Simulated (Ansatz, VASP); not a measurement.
N: VASP beside Ansatz

```
N
1.0
     2.56078    0.00000    0.00000
    -1.28039    2.21770    0.00000
     0.00000    0.00000    2.48611
N
2
Direct
  0.66667 0.33333 0.25000
  0.33333 0.66667 0.75000
```

Alike in both runs: task single point; functional PBEsol; k mesh 8 × 8 × 7; occupations fermi-dirac, width 0.1 eV; no spin polarisation.

|  | VASP | Ansatz |
| --- | --- | --- |
| version | VASP 6.6.1 | Ansatz 0.2.0 |
| potentials or method | VASP PAW PBE potentials, release 64 (N), cutoff 600 eV | plane waves, PAW |
| valence electrons in the cell | 10 | 10 |

```csv
,VASP,Ansatz,Ansatz less VASP
pressure (GPa),-11.5,-11.0,+0.52
"traceless stress, the component that is largest in VASP (GPa)",-9.75,-9.79,-0.037
```

VASP's potentials were made for PBE, not for PBEsol.

The k mesh is coarse, so the values compare programs but aren't converged.
